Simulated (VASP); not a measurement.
# Mo: relaxation of cell and atoms with LDA

The system is Mo.

```
Mo
1.0
    -1.58381    1.58381    1.58381
     1.58381   -1.58381    1.58381
     1.58381    1.58381   -1.58381
Mo
1
Direct
  0.00000 0.00000 0.00000
```

```
Program                : VASP 6.6.1
Task                   : relaxation of cell and atoms
Functional             : LDA
Potentials or basis    : VASP PAW LDA potentials, release 64 (Mo_sv)
Cutoff                 : 600 eV
k mesh                 : 8 × 8 × 8
Occupations            : gaussian, width 0.1 eV
Spin                   : no spin polarisation
Dipole correction      : no
Further INCAR settings : ALGO = Normal; EDIFF = 1e-06; IBRION = 2; EDIFFG = -0.05; NSW = 100; ISIF = 3
```

```
Relaxed volume                         : 15.15 Å³/atom
Relaxed cell                           : a = 2.700 Å, b = 2.700 Å, c = 2.700 Å, α = 109.47°, β = 109.47°, γ = 109.47°
Space group after relaxing (to 0.05 Å) : Im-3m (No. 229)
Energy gained by relaxing              : 30.6 meV/atom
Ionic steps                            : 4
Pressure after relaxing                : -0.1 GPa
Band gap on the k mesh                 : zero (band 7 reaches 17.18 eV, above the bottom of band 8 at 11.55 eV)
```

The path:
```csv
step,energy change (eV),largest force (eV/Å),pressure (GPa),volume (Å³)
1,0.0000,0.0000,-12.53,15.89
2,0.2432,0.0000,50.45,13.20
3,-0.0305,0.0000,-0.78,15.18
4,-0.0306,0.0000,-0.11,15.15
```

Final structure:
```xyz
1
Lattice="-1.5586 1.5586 1.5586 1.5586 -1.5586 1.5586 1.5586 1.5586 -1.5586" Properties=species:S:1:pos:R:3 pbc="T T T"
Mo    0.0000    0.0000    3.1173
```

Levels at points of the mesh, in eV from the Fermi level:
```csv
k point,band 5,band 6,band 7,band 8,band 9,band 10
"(0.00, 0.00, 0.00)",-7.22,-1.33,-1.33,-1.33,1.79,1.79
"(0.50, 0.00, 0.00)",-5.42,-3.46,1.85,1.91,2.50,5.12
"(0.50, 0.50, 0.50)",-5.60,-5.60,4.30,4.30,4.30,9.41
```

Wall time 13 s on 1 thread of Intel(R) Xeon(R) Platinum 8375C CPU @ 2.90GHz (Ice Lake), with other jobs on the host, peak memory 0.14 GiB.
